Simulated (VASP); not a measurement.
Crystal: Hg.

```
CELL_PARAMETERS angstrom
3.46181 0.00000 0.00000
-1.73090 2.99802 0.00000
0.00000 0.00000 5.48755
ATOMIC_POSITIONS crystal
Hg 0.33333 0.66667 0.25000
Hg 0.66667 0.33333 0.75000
```

Base run:

| Item | Value |
| --- | --- |
| Program | VASP 6.6.1 |
| Functional | PBEsol |
| Potentials or basis | VASP PAW PBE potentials, release 64 (Hg) |
| Cutoff | 520 eV |
| k mesh | 9 × 9 × 5 |
| Occupations | fermi-dirac, width 0.05 eV |
| Spin | no spin polarisation |

Its results: pressure -2.4 GPa.

The run is repeated on the same cell with these changes: spin from no spin polarisation to non-collinear spin, zero start, spin-orbit coupling; further incar settings from ALGO = Normal; EDIFF = 1e-07; NBANDS = 19 to ALGO = Fast; EDIFF = 1e-06; NBANDS = 36. What comes out?

Pressure -3.0 GPa; net moment 0.00 μB per cell.

Caveats: the PAW data sets were made with another functional, which shifts forces and pressure a little.
